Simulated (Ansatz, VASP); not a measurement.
# Two plane-wave programs on ZrO2

The input POSCAR:

```
ZrO2
1.0
    3.6010285391      0.0000000000      0.0000000000
    0.0000000000      3.6010285391      0.0000000000
    0.0000000000      0.0000000000      5.3317030107
Zr O
2 4
Direct
    0.0000000000      0.0000000000      0.0000000000
    0.5000000000      0.5000000000      0.5000000000
    0.0000000000      0.5000000000      0.3091621723
    0.0000000000      0.5000000000      0.8091621723
    0.5000000000      0.0000000000      0.6908378277
    0.5000000000      0.0000000000      0.1908378277
```

Contents of INCAR.step1:

```
PREC = Accurate
ENCUT = 520
EDIFF = 1E-5
ISMEAR = 0
SIGMA = 0.01
LREAL = False
LASPH = True
NELM = 120
ALGO = Normal
ISIF = 2
LWAVE = True
LCHARG = False
NBANDS = 33
GGA = PE
GGA_COMPAT = False
KPAR = 4
```

File INCAR.step2:

```
PREC = Accurate
ENCUT = 520
EDIFF = 1E-6
ISMEAR = 0
SIGMA = 0.01
LREAL = False
LASPH = True
NELM = 120
ALGO = Normal
ISIF = 2
LWAVE = False
LCHARG = False
GGA = PE
LHFCALC = True
HFSCREEN = 0.2079
PRECFOCK = Normal
NBANDS = 33
ISTART = 1
GGA_COMPAT = False
KPAR = 4
```

File KPOINTS:

```
Automatic mesh
0
Gamma
  4 4 4
```

Input for Ansatz:

```yaml
crystal:
  lattice:
    - [3.6010285391, 0.0, 0.0]
    - [0.0, 3.6010285391, 0.0]
    - [0.0, 0.0, 5.3317030107]
  atoms:
    - { symbol: Zr, position: [0.0, 0.0, 0.0] }
    - { symbol: Zr, position: [0.5, 0.5, 0.5] }
    - { symbol: O, position: [0.0, 0.5, 0.3091621723] }
    - { symbol: O, position: [0.0, 0.5, 0.8091621723] }
    - { symbol: O, position: [0.5, 0.0, 0.6908378277] }
    - { symbol: O, position: [0.5, 0.0, 0.1908378277] }
kpoints:
  mp_grid: { grid: [4, 4, 4] }
  band_path:
    path:
      - [0.0, 0.0, 0.0]
      - [0.0, 0.5, 0.0]
      - [0.5, 0.5, 0.0]
      - [0.0, 0.0, 0.5]
      - [0.0, 0.5, 0.5]
      - [0.5, 0.5, 0.5]
    npoints: 1
hamiltonian:
  xc: hse06
scf:
  occupations: { method: fixed }
  n_extra_bands: 5
output:
  forces: true
  stress: true
  eigenvalues: true
```

Change from the starting cell: uniaxial_z strain +2.0%.

Alike in both runs: task single point; functional HSE06; k mesh 4 × 4 × 4; no spin polarisation.

```csv
,VASP,Ansatz
version,VASP 6.6.1,Ansatz 0.2.0
potentials or method,"VASP PAW PBE potentials, release 64 (Zr_sv, O)","plane waves, PAW"
plane-wave cutoff (eV),520,420
occupations,"gaussian, width 0.01 eV",fixed
valence electrons in the cell,48,48
```

|  | VASP | Ansatz | Ansatz less VASP |
| --- | --- | --- | --- |
| gap on the k mesh at the Fermi level (eV) | 5.74 | 5.75 | +0.009 |
| pressure (GPa) | -4.5 | -5.0 | -0.51 |
| traceless stress, the component that is largest in VASP (GPa) | -2.82 | -2.70 | +0.125 |
| rms of the force components (eV/Å) | 0.015 | 0.029 | +0.0142 |

Atom by atom the forces differ by 0.014 eV/Å (rms over components). Ansatz's warnings: stress exchange threshold loose, stress scf threshold loose.

The k mesh is coarse, so the values compare programs but aren't converged.
